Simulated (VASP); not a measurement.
**PbF2: relaxation of cell and atoms with PBEsol**

The system is PbF2.

```
Pb F
1.0
     0.00000    2.96366    2.96366
     2.96366    0.00000    2.96366
     2.96366    2.96366    0.00000
Pb F
1 2
Direct
  0.00000 0.00000 0.00000
  0.75000 0.75000 0.75000
  0.25000 0.25000 0.25000
```

- Program: VASP 6.6.1
- Task: relaxation of cell and atoms
- Functional: PBEsol
- Potentials or basis: VASP PAW PBE potentials, release 64 (Pb_d, F)
- Cutoff: 600 eV
- k mesh: 8 × 8 × 8
- Occupations: fermi-dirac, width 0.05 eV
- Spin: no spin polarisation
- Target pressure: 20 GPa
- Dipole correction: no
- Further INCAR settings: ALGO = Normal; EDIFF = 1e-07; IBRION = 2; EDIFFG = -0.005; NSW = 80; ISIF = 3

- Relaxed volume: 14.36 Å³/atom
- Relaxed cell: a = 3.935 Å, b = 3.935 Å, c = 3.935 Å, α = 60.00°, β = 60.00°, γ = 60.00°
- Space group after relaxing (to 0.1 Å): Fm-3m (No. 225)
- Energy change on relaxing (the run minimises the enthalpy): +140.7 meV/atom
- Ionic steps: 7
- Pressure after relaxing: 20.0 GPa
- Band gap on the k mesh: 4.17 eV (least direct gap 4.36 eV)

The path:
```
step  energy change (eV)  largest force (eV/Å)  pressure (GPa)  volume (Å³)
   1              0.0000                0.0000           -1.30        52.06
   2              1.9183                0.0000           58.33        36.54
   3              0.3937                0.0000           19.12        43.32
   4              0.4167                0.0000           19.84        43.13
   5              0.4378                0.0000           20.49        42.96
   6              0.4070                0.0000           19.53        43.21
   7              0.4220                0.0000           20.00        43.09
```

Final structure:
```xyz
3
Lattice="0.0000 2.7825 2.7825 2.7825 0.0000 2.7825 2.7825 2.7825 0.0000" Properties=species:S:1:pos:R:3 pbc="T T T"
Pb    0.0000    0.0000    0.0000
F     4.1737    4.1737    4.1737
F     1.3912    1.3912    1.3912
```

Levels at points of the mesh, in eV from the valence-band top:
```tsv
k point	band 12	band 13	band 14	band 15	band 16	band 17
(0.00, 0.00, 0.00)	-3.38	-3.38	-3.38	6.66	6.66	6.66
(0.50, 0.00, 0.00)	-3.49	-3.49	-0.15	4.72	8.08	8.08
(0.50, 0.50, 0.00)	-2.76	-2.76	-0.19	4.17	8.16	8.43
```

Run time: 5.4 min on 1 thread of Intel Xeon 8259CL, with other jobs on the host, peak memory 0.23 GiB.

Caveat: the cell is relaxed towards a set pressure, so the run minimises the enthalpy, not the energy; the volume moved by over 15 % at a fixed basis, so the end points are rough; the PAW data sets were made with another functional, which shifts forces and pressure a little; spin-orbit coupling is left out, which moves the levels of the heavy elements. Expect the measured gap to be larger: semilocal functionals such as PBEsol lack the derivative discontinuity.
